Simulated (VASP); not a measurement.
# PbF2 (Immm) in VASP: single point with r2SCAN

Aim: the single point of PbF2 with r2SCAN.

Program: VASP 6.6.1. These are calculated values, not measurements. Logs are shortened: lines on timing, memory, paths and dates and some standing lists are left out, and cuts for length are marked.

## (1) The cell of the first run

The structure is orthorhombic, space group Immm (No. 71). The conventional cell has a = 4.174 Å, b = 4.226 Å, c = 5.940 Å, α = 90.00°, β = 90.00°, γ = 90.00°. Within 3.4 Å of Pb (site symmetry mmm) lie 8 F at 2.56 to 2.58 Å. Within 3.4 Å of F (site symmetry mm2) lie 4 Pb at 2.56 to 2.58 Å and 6 F at 2.97 Å.

## (2) Single point, r2SCAN (strain +0.0125 x Voigt [0, 0, 0, 0, 1, 0])

POSCAR reads:

```
PbF2
1.0
    0.0185615625      2.9698500000      2.9698500000
    2.9884115625      0.0000000000      2.9884115625
    2.9698500000      2.9698500000      0.0185615625
Pb F
1 2
Direct
    0.0000000000      0.0000000000      0.0000000000
    0.2500000000      0.2500000000      0.2500000000
    0.7500000000      0.7500000000      0.7500000000
```

INCAR.step1 reads:

```
ALGO = Normal
EDIFF = 1E-4
ENCUT = 520
GGA = PE
ISMEAR = 0
LASPH = True
LCHARG = False
LREAL = False
LWAVE = True
NBANDS = 21
NELM = 100
PREC = Accurate
SIGMA = 0.05
```

INCAR.step2 reads:

```
ALGO = Normal
EDIFF = 1E-6
ENCUT = 520
ISIF = 2
ISMEAR = 0
ISTART = 1
LASPH = True
LCHARG = False
LMIXTAU = True
LREAL = False
LWAVE = False
METAGGA = R2SCAN
NBANDS = 21
NELM = 100
PREC = Accurate
SIGMA = 0.05
```

KPOINTS reads:

```
k-points
0
Gamma
  8 8 8
```

Potentials or basis: VASP PAW PBE potentials, release 64 (Pb_d, F).

Command:

```
cat potpaw_PBE.64/Pb_d/POTCAR potpaw_PBE.64/F/POTCAR > POTCAR
cp INCAR.step1 INCAR
mpirun -np 1 vasp_std > vasp.out
cp INCAR.step2 INCAR
mpirun -np 1 vasp_std > vasp.out
```

OUTCAR:

```text
EDIFF = 1E-6
   ENCUT = 520
   ISIF = 2
   ISMEAR = 0
   ISTART = 1
   LASPH = True
   LREAL = False
   METAGGA = R2SCAN
   NELM = 100
   PREC = Accurate

 ion  position               nearest neighbor table
   1  0.000  0.000  0.000-   3 2.56   3 2.56   2 2.56   2 2.56   3 2.58   3 2.58   2 2.58   2 2.58

   2  0.250  0.250  0.250-   1 2.56   1 2.56   1 2.58   1 2.58
   3  0.750  0.750  0.750-   1 2.56   1 2.56   1 2.58   1 2.58

  LATTYP: Found a body centered orthorhombic cell.
 ALAT       =     4.1737521348
 B/A-ratio  =     1.0125786164
 C/A-ratio  =     1.4231079873

  Lattice vectors:

 A1 = (   0.0185615625,  -2.9698500000,   2.9698500000)
 A2 = (  -0.0185615625,  -2.9698500000,  -2.9698500000)
 A3 = (   2.9698500000,   2.9698500000,   0.0185615625)

Analysis of symmetry for initial positions (statically):
=====================================================================
 Subroutine PRICEL returns:
 Original cell was already a primitive cell.

 Routine SETGRP: Setting up the symmetry group for a
 body centered orthorhombic supercell.

 Subroutine GETGRP returns: Found  8 space group operations
 (whereof  8 operations were pure point group operations)
 out of a pool of  8 trial point group operations.

The static configuration has the point symmetry D_2h.

Analysis of symmetry for dynamics (positions and initial velocities):
=====================================================================
 Subroutine PRICEL returns:
 Original cell was already a primitive cell.

 Routine SETGRP: Setting up the symmetry group for a
 body centered orthorhombic supercell.

 Subroutine GETGRP returns: Found  8 space group operations
 (whereof  8 operations were pure point group operations)
 out of a pool of  8 trial point group operations.

The dynamic configuration has the point symmetry D_2h.

 Subroutine INISYM returns: Found  8 space group operations
 (whereof  8 operations are pure point group operations),
 and found     1 'primitive' translations

----------------------------------------------------------------------------------------

                                     Primitive cell

  volume of cell :      52.3862

  direct lattice vectors                    reciprocal lattice vectors
     0.018561562  2.969850000  2.969850000    -0.169417531  0.168358671  0.169417531
     2.988411563  0.000000000  2.988411563     0.167312965 -0.168358671  0.167312965
     2.969850000  2.969850000  0.018561562     0.169417531  0.168358671 -0.169417531

  length of vectors
     4.200043164  4.226252162  4.200043164     0.292829715  0.290399550  0.292829715

  position of ions in fractional coordinates (direct lattice)
     0.000000000  0.000000000  0.000000000
     0.250000000  0.250000000  0.250000000
     0.750000000  0.750000000  0.750000000

  ion indices of the primitive-cell ions
   primitive index   ion index
                 1           1
                 2           2
                 3           3

----------------------------------------------------------------------------------------

 KPOINTS: k-points

Automatic generation of k-mesh.
 Grid dimensions read from file:
 generate k-points for:    8    8    8

 Generating k-lattice:

  Cartesian coordinates                     Fractional coordinates (reciprocal lattice)
    -0.021177191  0.021044834  0.021177191     0.125000000  0.000000000  0.000000000
     0.020914121 -0.021044834  0.020914121     0.000000000  0.125000000 -0.000000000
     0.021177191  0.021044834 -0.021177191     0.000000000  0.000000000  0.125000000

  Length of vectors
     0.036603714  0.036299944  0.036603714

  Shift w.r.t. Gamma in fractional coordinates (k-lattice)
     0.000000000  0.000000000  0.000000000

 Subroutine IBZKPT returns following result:
 ===========================================

 Found     95 irreducible k-points:

 Following reciprocal coordinates:
            Coordinates               Weight
  0.000000  0.000000  0.000000      1.000000
  0.125000  0.000000 -0.000000      4.000000
  0.250000  0.000000 -0.000000      4.000000
  0.375000  0.000000  0.000000      4.000000
  0.500000  0.000000 -0.000000      2.000000
  0.000000  0.125000 -0.000000      4.000000
[... 16 lines left out ...]
  0.125000  0.375000 -0.000000      8.000000
  0.250000  0.375000 -0.000000      8.000000
 [... further k-points ...]
   k-points           NKPTS =     95   k-points in BZ     NKDIM =     95   number of bands    NBANDS=     21
   number of dos      NEDOS =    301   number of ions     NIONS =      3
   total plane-waves  NPLWV =  32768
   dimension x,y,z NGX =    32 NGY =   32 NGZ =   32
   dimension x,y,z NGXF=    64 NGYF=   64 NGZF=   64
   ions per type =               1   2
   NGX,Y,Z   is equivalent  to a cutoff of  12.67, 12.59, 12.67 a.u.
   NGXF,Y,Z  is equivalent  to a cutoff of  25.33, 25.18, 25.33 a.u.
 SYSTEM =  unknown system
   PREC   = accura    normal or accurate (medium, high low for compatibility)
   ISTART =      1    job   : 0-new  1-cont  2-samecut
   ICHARG =      0    charge: 1-file 2-atom 10-const
   ISPIN  =      1    spin polarized calculation?
   LNONCOLLINEAR =      F non collinear calculations
   LSORBIT =      F    spin-orbit coupling
   LASPH  =      T    aspherical Exc in radial PAW
   ENCUT  =  520.0 eV  38.22 Ry    6.18 a.u.   7.81  7.86  7.81*2*pi/ulx,y,z
   NELM   =    100;   NELMIN=  2; NELMDL=  0     # of ELM steps
   EDIFF  = 0.1E-05   stopping-criterion for ELM
   LREAL  =      F    real-space projection
   EDIFFG = 0.1E-04   stopping-criterion for IOM
   NSW    =      0    number of steps for IOM
   IBRION =     -1    ionic relax: 0-MD 1-quasi-New 2-CG
   NFREE  =      0    steps in history (QN), initial steepest desc. (CG)
   ISIF   =      2    stress and relaxation
   ISYM   =      2    0-nonsym 1-usesym 2-fastsym
   POTIM  = 0.5000    time-step for ionic-motion
   TEBEG  =    0.0;   TEEND  =   0.0 temperature during run
   PSTRESS=    0.0 pullay stress
   NELECT =      28.0000    total number of electrons
   NUPDOWN=      -1.0000    fix difference up-down
   EMIN   =  10.00;   EMAX   =-10.00  energy-range for DOS
   EFERMI =   0.00;   METHOD = LEGACY
   ISMEAR =     0;   SIGMA  =   0.05  broadening in eV -4-tet -1-fermi 0-gaus
   EFERMI_NEDOS =   21; number of points for ismear=-14 and -15
   IALGO  =     38    algorithm
   IMIX   =      4    mixing-type and parameters
     AMIX     =   0.40;   BMIX     =  1.00
     AMIX_MAG =   1.60;   BMIX_MAG =  1.00
  volume/ion in A,a.u.               =      17.46       117.84
  Fermi-wavevector in a.u.,A,eV,Ry     =   1.328583  2.510658 24.016085  1.765132
  Thomas-Fermi vector in A             =   2.457810
   LORBIT       =      0    0 simple, 1 ext, 2 COOP (PROOUT), +10 PAW based schemes
   METAGGA = R2SCAN    functional components
   LHFCALC =     F    Hartree Fock is set to
   AEXX    =    0.0000 exact exchange contribution
   IVDW    =     0    specifies the selected vdW correction
   LEPSILON=     F    determine dielectric tensor
   LRPA    =     F    only Hartree local field effects (RPA)
 non-spin polarized calculation
 Gauss-broadening in eV      SIGMA  =   0.05
  energy-cutoff  :      520.00
  volume of cell :       52.39
 maximum number of plane-waves:      1424
   NGX = 15   NGY = 15   NGZ = 15

 number of electron      28.0000010 magnetization

 Free energy of the ion-electron system (eV)
  ---------------------------------------------------
  ext. energy  EPLUGINS =         0.00000000
  ---------------------------------------------------
  free energy    TOTEN  =       -70.16054844 eV

  energy without entropy =      -70.16054844  energy(sigma->0) =      -70.16054844

 E-fermi :   1.7333     XC(G=0):  -9.9763

 val. band max:        1.4315179439   @ k =  -0.2500   0.5000   0.2500
 cond. band min:       6.3645526030   @ k =   0.5000   0.5000  -0.0000
 fundamental gap:      4.9330346591
 Fermi energy:         1.7332774136

 k-point     1 :       0.0000    0.0000    0.0000
  band No.  band energies     occupation
      1     -20.9023      2.00000
      2     -20.3230      2.00000
      3     -13.4278      2.00000
      4     -13.4264      2.00000
      5     -13.4248      2.00000
      6     -13.3790      2.00000
[... 13 lines left out ...]
     20      17.3354      0.00000
     21      19.5816      0.00000

 k-point     2 :       0.1250    0.0000   -0.0000
  band No.  band energies     occupation
      1     -20.8740      2.00000
      2     -20.3486      2.00000
      3     -13.4218      2.00000
      4     -13.4198      2.00000
      5     -13.3950      2.00000
      6     -13.3791      2.00000
[... 13 lines left out ...]
     20      16.8613      0.00000
     21      19.0278      0.00000

 k-point     3 :       0.2500    0.0000   -0.0000
  band No.  band energies     occupation
      1     -20.7998      2.00000
      2     -20.4139      2.00000
      3     -13.4136      2.00000
      4     -13.4121      2.00000
      5     -13.3726      2.00000
      6     -13.3706      2.00000
[... 13 lines left out ...]
     20      16.2399      0.00000
     21      17.7349      0.00000

 k-point     4 :       0.3750    0.0000    0.0000
  band No.  band energies     occupation
      1     -20.7044      2.00000
      2     -20.4997      2.00000
      3     -13.4141      2.00000
      4     -13.4131      2.00000
      5     -13.3573      2.00000
      6     -13.3538      2.00000
[... 13 lines left out ...]
     20      15.8862      0.00000
     21      16.7079      0.00000

 k-point     5 :       0.5000    0.0000   -0.0000
  band No.  band energies     occupation
      1     -20.6297      2.00000
      2     -20.5693      2.00000
      3     -13.4157      2.00000
      4     -13.4148      2.00000
      5     -13.3495      2.00000
      6     -13.3455      2.00000
[... 13 lines left out ...]
     20      15.7840      0.00000
     21      16.3287      0.00000

 k-point     6 :       0.0000    0.1250   -0.0000
  band No.  band energies     occupation
      1     -20.8745      2.00000
      2     -20.3481      2.00000
      3     -13.4211      2.00000
      4     -13.4190      2.00000
      5     -13.3981      2.00000
      6     -13.3790      2.00000
[... 13 lines left out ...]
     20      16.8927      0.00000
     21      18.9353      0.00000

 k-point     7 :       0.1250    0.1250   -0.0000
  band No.  band energies     occupation
      1     -20.8657      2.00000
      2     -20.3557      2.00000
      3     -13.4145      2.00000
      4     -13.4144      2.00000
      5     -13.3931      2.00000
      6     -13.3836      2.00000
[... 13 lines left out ...]
     20      17.4892      0.00000
     21      19.2654      0.00000
[... 291 lines left out ...]
      1     -20.6852      2.00000
      2     -20.5130      2.00000
      3     -13.3954      2.00000
      4     -13.3832      2.00000
      5     -13.3804      2.00000
      6     -13.3212      2.00000
[... 13 lines left out ...]
     20      17.4123      0.00000
     21      19.4594      0.00000

 k-point    21 :      -0.1250    0.2500   -0.0000
  band No.  band energies     occupation
      1     -20.7542      2.00000
      2     -20.4540      2.00000
      3     -13.4036      2.00000
      4     -13.4015      2.00000
      5     -13.3781      2.00000
      6     -13.3540      2.00000
[... 13 lines left out ...]
     20      16.5858      0.00000
     21      18.4856      0.00000

 k-point    22 :      -0.0000    0.3750   -0.0000
  band No.  band energies     occupation
      1     -20.7068      2.00000
      2     -20.4986      2.00000
      3     -13.4130      2.00000
      4     -13.4119      2.00000
      5     -13.3593      2.00000
      6     -13.3560      2.00000
[... 13 lines left out ...]
     20      15.9473      0.00000
     21      16.6819      0.00000

 k-point    23 :       0.1250    0.3750   -0.0000
  band No.  band energies     occupation
      1     -20.7260      2.00000
      2     -20.4788      2.00000
      3     -13.4028      2.00000
      4     -13.4020      2.00000
      5     -13.3647      2.00000
      6     -13.3568      2.00000
[... 13 lines left out ...]
     20      16.7985      0.00000
     21      17.7161      0.00000

 k-point    24 :       0.2500    0.3750   -0.0000
  band No.  band energies     occupation
      1     -20.7158      2.00000
      2     -20.4835      2.00000
      3     -13.4009      2.00000
      4     -13.3780      2.00000
      5     -13.3612      2.00000
      6     -13.3568      2.00000
[... 13 lines left out ...]
     20      17.7122      0.00000
     21      18.7487      0.00000

 [... further k-points ...]

------------------------ aborting loop because EDIFF is reached ----------------------------------------

  FORCE on cell =-STRESS in cart. coord.  units (eV):
  Direction    XX          YY          ZZ          XY          YZ          ZX
  --------------------------------------------------------------------------------------
  -------------------------------------------------------------------------------------
  Total       -0.2530745     -0.2523123     -0.2530745      0.0000000      0.0000000     -0.1356600
  in kB       -7.7400249     -7.7167133     -7.7400249      0.0000000      0.0000000     -4.1490216
  external PRESSURE =      -7.7322544 kB  Pullay stress =       0.0000000 kB

 VOLUME and BASIS-vectors are now :
 -----------------------------------------------------------------------------
  energy-cutoff  :      520.00
  volume of cell :       52.39
      direct lattice vectors                 reciprocal lattice vectors
     0.018561562  2.969850000  2.969850000    -0.169417531  0.168358671  0.169417531
     2.988411563  0.000000000  2.988411563     0.167312965 -0.168358671  0.167312965
     2.969850000  2.969850000  0.018561562     0.169417531  0.168358671 -0.169417531

 POSITION                                       TOTAL-FORCE (eV/Angst)
 -----------------------------------------------------------------------------------
      0.00000      0.00000      0.00000         0.000000      0.000000     -0.000000
      1.49421      1.48493      1.49421        -0.000000     -0.033207     -0.000000
      4.48262      4.45477      4.48262        -0.000000      0.033207      0.000000
 -----------------------------------------------------------------------------------
    total drift:                                0.000000     -0.000000      0.000000

  FREE ENERGIE OF THE ION-ELECTRON SYSTEM (eV)
  ---------------------------------------------------
  free  energy   TOTEN  =       -70.1605484425 eV

  energy  without entropy=      -70.1605484425  energy(sigma->0) =      -70.16054844
```

Wall time 2.6 min (1 thread of Intel Xeon Platinum 8488C (Sapphire Rapids), shared host); peak memory 0.25 GiB.

What came out:

- Free energy: -70.1605 eV
- Pressure: -0.8 GPa
- Largest force: 0.033 eV/Å
- Band gap on the k mesh: 4.93 eV, indirect (least direct gap 5.08 eV)

Forces in eV/Å, atoms in the order of the input:
```
Pb   0.000  0.000  0.000
F    0.000 -0.033  0.000
F    0.000  0.033  0.000
```

Levels at points of the mesh, in eV from the valence-band top:
```
           k point  band 10  band 11  band 12  band 13  band 14  band 15  band 16  band 17  band 18  band 19
(0.00, 0.00, 0.00)    -2.60    -2.59    -2.12    -2.10    -2.08     7.21     7.30     7.38    10.67    15.90
(0.50, 0.00, 0.00)    -2.79    -2.77    -2.28    -2.28    -0.04     5.42     8.15     8.25    13.42    14.23
(0.00, 0.50, 0.00)    -2.79    -2.77    -2.28    -2.27    -0.07     5.35     8.19     8.29    13.45    14.30
(0.50, 0.50, 0.00)    -3.64    -1.69    -1.69    -1.69    -0.14     4.93     8.43     8.43     9.09    15.01
(0.50, 0.00, 0.50)    -3.63    -1.70    -1.69    -1.68    -0.14     4.93     8.35     8.51     9.09    15.02
```

Caveat: the cell differs from its parent crystal (strain +0.0125 x Voigt [0, 0, 0, 0, 1, 0]); the PAW data sets were made with another functional, which shifts forces and pressure a little; spin-orbit coupling is left out, which moves the levels of the heavy elements.
